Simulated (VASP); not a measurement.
# Nb (Pm-3m) in VASP: notebook

Runs on Nb. Level: revPBE. Tasks: single point, relaxation of cell and atoms.

Everything below comes from runs of VASP 6.6.1. Logs are shortened: lines on timing, memory, paths and dates and some standing lists are left out, and cuts for length are marked.

## Step 1: The cell of the first run

Symmetry: Pm-3m, No. 221, cubic system. The conventional cell has a = 2.733 Å, b = 2.733 Å, c = 2.733 Å, α = 90.00°, β = 90.00°, γ = 90.00°. Within 3.6 Å of Nb (site symmetry m-3m) lie 6 Nb at 2.73 Å.

## Step 2: Single point, revPBE

Contents of INCAR:

```
  ALGO = Normal
  EDIFF = 1E-6
  ENCUT = 520
  GGA = RE
  ISIF = 2
  ISMEAR = -1
  LASPH = True
  LCHARG = False
  LREAL = False
  LWAVE = False
  NBANDS = 12
  NELM = 80
  PREC = Accurate
  SIGMA = 0.1
```

Contents of KPOINTS:

```
k-points
0
Gamma
  19 19 19
```

Contents of POSCAR:

```
Nb
1.0
    2.7327308708      0.0000000000      0.0000000000
    0.0000000000      2.7327308708      0.0000000000
    0.0000000000      0.0000000000      2.7327308708
Nb
1
Direct
    0.0000000000      0.0000000000      0.0000000000
```

Potentials or basis: VASP PAW PBE potentials, release 64 (Nb_sv).

Command:

```
> cat potpaw_PBE.64/Nb_sv/POTCAR > POTCAR
> mpirun -np 1 vasp_std > vasp.out
```

OUTCAR:

```text
EDIFF = 1E-6
   ENCUT = 520
   GGA = RE
   ISIF = 2
   ISMEAR = -1
   LASPH = True
   LREAL = False
   NELM = 80
   PREC = Accurate

 ion  position               nearest neighbor table
   1  0.000  0.000  0.000-

  LATTYP: Found a simple cubic cell.
 ALAT       =     2.7327308708

  Lattice vectors:

 A1 = (   2.7327308708,   0.0000000000,   0.0000000000)
 A2 = (   0.0000000000,   2.7327308708,   0.0000000000)
 A3 = (   0.0000000000,   0.0000000000,   2.7327308708)

Analysis of symmetry for initial positions (statically):
=====================================================================
 Subroutine PRICEL returns:
 Original cell was already a primitive cell.

 Routine SETGRP: Setting up the symmetry group for a
 simple cubic supercell.

 Subroutine GETGRP returns: Found 48 space group operations
 (whereof 48 operations were pure point group operations)
 out of a pool of 48 trial point group operations.

The static configuration has the point symmetry O_h .

Analysis of symmetry for dynamics (positions and initial velocities):
=====================================================================
 Subroutine PRICEL returns:
 Original cell was already a primitive cell.

 Routine SETGRP: Setting up the symmetry group for a
 simple cubic supercell.

 Subroutine GETGRP returns: Found 48 space group operations
 (whereof 48 operations were pure point group operations)
 out of a pool of 48 trial point group operations.

The dynamic configuration has the point symmetry O_h .

 Subroutine INISYM returns: Found 48 space group operations
 (whereof 48 operations are pure point group operations),
 and found     1 'primitive' translations

----------------------------------------------------------------------------------------

                                     Primitive cell

  volume of cell :      20.4075

  direct lattice vectors                    reciprocal lattice vectors
     2.732730871  0.000000000  0.000000000     0.365934315  0.000000000  0.000000000
     0.000000000  2.732730871  0.000000000     0.000000000  0.365934315  0.000000000
     0.000000000  0.000000000  2.732730871     0.000000000  0.000000000  0.365934315

  length of vectors
     2.732730871  2.732730871  2.732730871     0.365934315  0.365934315  0.365934315

  position of ions in fractional coordinates (direct lattice)
     0.000000000  0.000000000  0.000000000

  ion indices of the primitive-cell ions
   primitive index   ion index
                 1           1

----------------------------------------------------------------------------------------

 KPOINTS: k-points

Automatic generation of k-mesh.
 Grid dimensions read from file:
 generate k-points for:   19   19   19

 Generating k-lattice:

  Cartesian coordinates                     Fractional coordinates (reciprocal lattice)
     0.019259701  0.000000000  0.000000000     0.052631579  0.000000000  0.000000000
     0.000000000  0.019259701  0.000000000     0.000000000  0.052631579  0.000000000
     0.000000000  0.000000000  0.019259701     0.000000000  0.000000000  0.052631579

  Length of vectors
     0.019259701  0.019259701  0.019259701

  Shift w.r.t. Gamma in fractional coordinates (k-lattice)
     0.000000000  0.000000000  0.000000000

 Subroutine IBZKPT returns following result:
 ===========================================

 Found    220 irreducible k-points:

 Following reciprocal coordinates:
            Coordinates               Weight
  0.000000  0.000000  0.000000      1.000000
  0.052632  0.000000  0.000000      6.000000
  0.105263  0.000000  0.000000      6.000000
  0.157895  0.000000  0.000000      6.000000
  0.210526  0.000000  0.000000      6.000000
  0.263158  0.000000  0.000000      6.000000
[... 16 lines left out ...]
  0.263158  0.105263  0.000000     24.000000
  0.315789  0.105263  0.000000     24.000000
 [... further k-points ...]
   k-points           NKPTS =    220   k-points in BZ     NKDIM =    220   number of bands    NBANDS=     12
   number of dos      NEDOS =    301   number of ions     NIONS =      1
   total plane-waves  NPLWV =   8000
   dimension x,y,z NGX =    20 NGY =   20 NGZ =   20
   dimension x,y,z NGXF=    40 NGYF=   40 NGZF=   40
   ions per type =               1
   NGX,Y,Z   is equivalent  to a cutoff of  12.17, 12.17, 12.17 a.u.
   NGXF,Y,Z  is equivalent  to a cutoff of  24.33, 24.33, 24.33 a.u.
 SYSTEM =  unknown system
   PREC   = accura    normal or accurate (medium, high low for compatibility)
   ISTART =      0    job   : 0-new  1-cont  2-samecut
   ICHARG =      2    charge: 1-file 2-atom 10-const
   ISPIN  =      1    spin polarized calculation?
   LNONCOLLINEAR =      F non collinear calculations
   LSORBIT =      F    spin-orbit coupling
   LASPH  =      T    aspherical Exc in radial PAW
   ENCUT  =  520.0 eV  38.22 Ry    6.18 a.u.   5.08  5.08  5.08*2*pi/ulx,y,z
   NELM   =     80;   NELMIN=  2; NELMDL= -5     # of ELM steps
   EDIFF  = 0.1E-05   stopping-criterion for ELM
   LREAL  =      F    real-space projection
   EDIFFG = 0.1E-04   stopping-criterion for IOM
   NSW    =      0    number of steps for IOM
   IBRION =     -1    ionic relax: 0-MD 1-quasi-New 2-CG
   NFREE  =      0    steps in history (QN), initial steepest desc. (CG)
   ISIF   =      2    stress and relaxation
   ISYM   =      2    0-nonsym 1-usesym 2-fastsym
   POTIM  = 0.5000    time-step for ionic-motion
   TEBEG  =    0.0;   TEEND  =   0.0 temperature during run
   PSTRESS=    0.0 pullay stress
   NELECT =      13.0000    total number of electrons
   NUPDOWN=      -1.0000    fix difference up-down
   EMIN   =  10.00;   EMAX   =-10.00  energy-range for DOS
   EFERMI =   0.00;   METHOD = LEGACY
   ISMEAR =    -1;   SIGMA  =   0.10  broadening in eV -4-tet -1-fermi 0-gaus
   EFERMI_NEDOS =   21; number of points for ismear=-14 and -15
   IALGO  =     38    algorithm
   IMIX   =      4    mixing-type and parameters
     AMIX     =   0.40;   BMIX     =  1.00
     AMIX_MAG =   1.60;   BMIX_MAG =  1.00
  volume/ion in A,a.u.               =      20.41       137.72
  Fermi-wavevector in a.u.,A,eV,Ry     =   1.408615  2.661897 26.996642  1.984197
  Thomas-Fermi vector in A             =   2.530755
   LORBIT       =      0    0 simple, 1 ext, 2 COOP (PROOUT), +10 PAW based schemes
   GGA     = RE    functional components
   LHFCALC =     F    Hartree Fock is set to
   AEXX    =    0.0000 exact exchange contribution
   IVDW    =     0    specifies the selected vdW correction
   LEPSILON=     F    determine dielectric tensor
   LRPA    =     F    only Hartree local field effects (RPA)
 non-spin polarized calculation
  energy-cutoff  :      520.00
  volume of cell :       20.41
 maximum number of plane-waves:       560
   NGX = 11   NGY = 11   NGZ = 11

 number of electron      12.9999998 magnetization

 Free energy of the ion-electron system (eV)
  ---------------------------------------------------
  ext. energy  EPLUGINS =         0.00000000
  ---------------------------------------------------
  free energy    TOTEN  =        -8.84736056 eV

  energy without entropy =       -8.80299490  energy(sigma->0) =       -8.82517773

 E-fermi :   9.6637     XC(G=0): -11.6996

 val. band max:        9.6627775479   @ k =   0.4737   0.3684   0.2105
 cond. band min:       9.6682951583   @ k =   0.3684   0.0526   0.0526
 fundamental gap:      0.0055176104
 Fermi energy:         9.6636605173

 k-point     1 :       0.0000    0.0000    0.0000
  band No.  band energies     occupation
      1     -45.0264      2.00000
      2     -20.3480      2.00000
      3     -20.3480      2.00000
      4     -20.3480      2.00000
      5       4.1133      2.00000
      6       6.9465      2.00000
      7       6.9465      2.00000
      8      14.6666      0.00000
      9      14.6666      0.00000
     10      14.6666      0.00000
     11      24.1648      0.00000
     12      24.1648      0.00000

 k-point     2 :       0.0526    0.0000    0.0000
  band No.  band energies     occupation
      1     -45.0217      2.00000
      2     -20.3885      2.00000
      3     -20.3446      2.00000
      4     -20.3446      2.00000
      5       4.1924      2.00000
      6       6.9674      2.00000
      7       7.0321      2.00000
      8      14.5433      0.00000
      9      14.5433      0.00000
     10      14.6751      0.00000
     11      23.7467      0.00000
     12      24.3335      0.00000

 k-point     3 :       0.1053    0.0000    0.0000
  band No.  band energies     occupation
      1     -45.0082      2.00000
      2     -20.5041      2.00000
      3     -20.3348      2.00000
      4     -20.3348      2.00000
      5       4.4179      2.00000
      6       7.0285      2.00000
      7       7.2884      2.00000
      8      14.2082      0.00000
      9      14.2082      0.00000
     10      14.6994      0.00000
     11      22.7759      0.00000
     12      24.8008      0.00000
[... 286 lines left out ...]
 k-point    23 :       0.2632    0.1053    0.0000
  band No.  band energies     occupation
      1     -44.9141      2.00000
      2     -21.1023      2.00000
      3     -20.4306      2.00000
      4     -20.2668      2.00000
      5       5.9104      2.00000
      6       7.6607      2.00000
      7       8.9564      1.99830
      8      12.2931      0.00000
      9      12.7650      0.00000
     10      14.4326      0.00000
     11      20.1596      0.00000
     12      24.9682      0.00000

 k-point    24 :       0.3158    0.1053    0.0000
  band No.  band energies     occupation
      1     -44.8859      2.00000
      2     -21.3158      2.00000
      3     -20.4088      2.00000
      4     -20.2466      2.00000
      5       6.3679      2.00000
      6       7.8112      2.00000
      7       9.3712      1.89811
      8      12.0703      0.00000
      9      12.3250      0.00000
     10      14.4923      0.00000
     11      19.4640      0.00000
     12      24.7524      0.00000

 [... further k-points ...]

------------------------ aborting loop because EDIFF is reached ----------------------------------------

  FORCE on cell =-STRESS in cart. coord.  units (eV):
  Direction    XX          YY          ZZ          XY          YZ          ZX
  --------------------------------------------------------------------------------------
  -------------------------------------------------------------------------------------
  Total       -0.0276772     -0.0276772     -0.0276772      0.0000000     -0.0000000      0.0000000
  in kB       -2.1729117     -2.1729117     -2.1729117      0.0000000     -0.0000000      0.0000000
  external PRESSURE =      -2.1729117 kB  Pullay stress =       0.0000000 kB

 VOLUME and BASIS-vectors are now :
 -----------------------------------------------------------------------------
  energy-cutoff  :      520.00
  volume of cell :       20.41
      direct lattice vectors                 reciprocal lattice vectors
     2.732730871  0.000000000  0.000000000     0.365934315  0.000000000  0.000000000
     0.000000000  2.732730871  0.000000000     0.000000000  0.365934315  0.000000000
     0.000000000  0.000000000  2.732730871     0.000000000  0.000000000  0.365934315

 POSITION                                       TOTAL-FORCE (eV/Angst)
 -----------------------------------------------------------------------------------
      0.00000      0.00000      0.00000         0.000000      0.000000      0.000000
 -----------------------------------------------------------------------------------
    total drift:                               -0.000000      0.000000      0.000000

  FREE ENERGIE OF THE ION-ELECTRON SYSTEM (eV)
  ---------------------------------------------------
  free  energy   TOTEN  =        -8.8473605568 eV

  energy  without entropy=       -8.8029949028  energy(sigma->0) =       -8.82517773
```

It took 22 s on 1 thread of Intel Xeon 6975P-C (Granite Rapids), shared host; peak memory 0.15 GiB.

What came out:

| Property | Result |
| --- | --- |
| Free energy | -8.8474 eV |
| Pressure | -0.2 GPa |

Levels at points of the mesh, in eV from the Fermi level:
```csv
k point,band 5,band 6,band 7,band 8,band 9,band 10
"(0.00, 0.00, 0.00)",-5.55,-2.72,-2.72,5.00,5.00,5.00
```

Caveat: the PAW data sets were made with another functional, which shifts forces and pressure a little.

## Step 3: Relaxation of cell and atoms, revPBE

This run uses another cell than the first one, of 19.41 Å³/atom, 0.951 times its volume.

Contents of INCAR:

```
PREC = Accurate ; ENCUT = 600
EDIFF = 1E-6 ; ISMEAR = -1
SIGMA = 0.1 ; LREAL = F
LASPH = T ; NELM = 60
ALGO = Normal ; ISIF = 3
LWAVE = F ; LCHARG = F
GGA = RE ; IBRION = 2
NSW = 80 ; EDIFFG = -0.01
```

Contents of KPOINTS:

```
Automatic mesh
0
Gamma
  12 12 12
```

Contents of POSCAR:

```
Nb
1.0
    2.6875991705      0.0000000000      0.0000000000
    0.0000000000      2.6875991705      0.0000000000
    0.0000000000      0.0000000000      2.6875991705
Nb
1
Direct
    0.0000000000      0.0000000000      0.0000000000
```

Potentials or basis: VASP PAW PBE potentials, release 64 (Nb_sv).

Command:

```
> cat potpaw_PBE.64/Nb_sv/POTCAR > POTCAR
> mpirun -np 1 vasp_std > vasp.out
```

Wall time 24 s (1 thread of Intel Xeon 6975P-C (Granite Rapids), shared host); peak memory 0.15 GiB.

The run converged. Its results:

```
Free energy                            : -8.8629 eV
Relaxed volume                         : 20.39 Å³/atom
Relaxed cell                           : a = 2.732 Å, b = 2.732 Å, c = 2.732 Å, α = 90.00°, β = 90.00°, γ = 90.00°
Space group after relaxing (to 0.05 Å) : Pm-3m (No. 221)
Energy gained by relaxing              : 19.5 meV/atom
Ionic steps                            : 3
Pressure after relaxing                : 0.0 GPa
```

Step by step:
| step | energy change (eV) | largest force (eV/Å) | pressure (GPa) | volume (Å³) |
| --- | --- | --- | --- | --- |
| 1 | 0.0000 | 0.0000 | 6.84 | 19.41 |
| 2 | 0.0177 | 0.0000 | -7.71 | 21.84 |
| 3 | -0.0195 | 0.0000 | -0.02 | 20.39 |

Final structure:
```
Nb
1.0
     2.73193    0.00000    0.00000
     0.00000    2.73193    0.00000
     0.00000    0.00000    2.73193
Nb
1
Direct
  0.00000 0.00000 0.00000
```

Levels at points of the mesh, in eV from the Fermi level:
```tsv
k point	band 4	band 5	band 6	band 7	band 8	band 9	band 10
(0.00, 0.00, 0.00)	-30.02	-5.56	-2.73	-2.73	5.00	5.00	5.00
(0.50, 0.00, 0.00)	-29.90	-2.50	-1.86	0.49	1.85	1.85	5.32
(0.50, 0.50, 0.00)	-29.78	-3.95	-1.04	2.51	2.51	5.67	5.67
(0.50, 0.50, 0.50)	-31.02	-2.40	-2.40	-2.40	7.31	7.31	7.38
```

Caveat: the PAW data sets were made with another functional, which shifts forces and pressure a little.
